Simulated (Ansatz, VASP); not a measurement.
**Ru in VASP and in Ansatz**

Contents of INCAR:

```
PREC = Accurate
ENCUT = 520
EDIFF = 1E-7
ISMEAR = 1
SIGMA = 0.01
LREAL = False
LASPH = True
NELM = 60
ALGO = Normal
ISIF = 2
LWAVE = False
LCHARG = False
GGA = CA
NBANDS = 21
```

The input KPOINTS:

```
regular mesh
0
Gamma
  13 13 8
```

Contents of POSCAR:

```
Ru
1.0
    2.6775346364      0.0000000000      0.0000000000
   -1.3387673182      2.3188130146      0.0000000000
    0.0000000000      0.0000000000      4.2181251212
Ru
2
Direct
    0.3333333333      0.6666666667      0.2500000000
    0.6666666667      0.3333333333      0.7500000000
```

Input for Ansatz:

```yaml
crystal:
  lattice:
    - [2.6775346364, 0.0, 0.0]
    - [-1.3387673182, 2.3188130146, 0.0]
    - [0.0, 0.0, 4.2181251212]
  atoms:
    - { symbol: Ru, position: [0.3333333333, 0.6666666667, 0.25] }
    - { symbol: Ru, position: [0.6666666667, 0.3333333333, 0.75] }
hamiltonian:
  xc: lda
  pseudopotentials:
    kind: paw
    azcp:
      Ru: "pseudopotentials/Ru.paw.azcp"
basis:
  ecutwfc: 420
  fft_grid_basis: typed
kpoints:
  mp_grid: { grid: [13, 13, 8], shift: [0, 0, 0] }
magnetization:
  spin_polarized: false
scf:
  occupations: { method: methfessel_paxton, width: 0.01 }
  lower_state_search: "off"
output:
  stress: true
```

Alike in both runs: task single point; functional LDA; k mesh 13 × 13 × 8; occupations methfessel-paxton of order 1, width 0.01 eV; no spin polarisation.

|  | VASP | Ansatz |
| --- | --- | --- |
| version | VASP 6.6.1 | Ansatz 0.2.0 |
| potentials or method | VASP PAW LDA potentials, release 64 (Ru_pv), cutoff 520 eV | plane waves (420 eV) with PAW, scalar-relativistic |
| valence electrons in the cell | 28 | 32 |

```tsv
	VASP	Ansatz	Ansatz less VASP
pressure (GPa)	0.8	-0.2	-1.01
traceless stress, the component that is largest in VASP (GPa)	-0.41	-0.47	-0.066
```

Ansatz warns that its potentials were made for another functional, while VASP's fit it. LDA's correlation is that of Perdew and Zunger in VASP and of Perdew and Wang (1992) in Ansatz. VASP's potentials hold 28 valence electrons a cell and Ansatz's 32, so a difference there can come from the potentials and not from the codes.
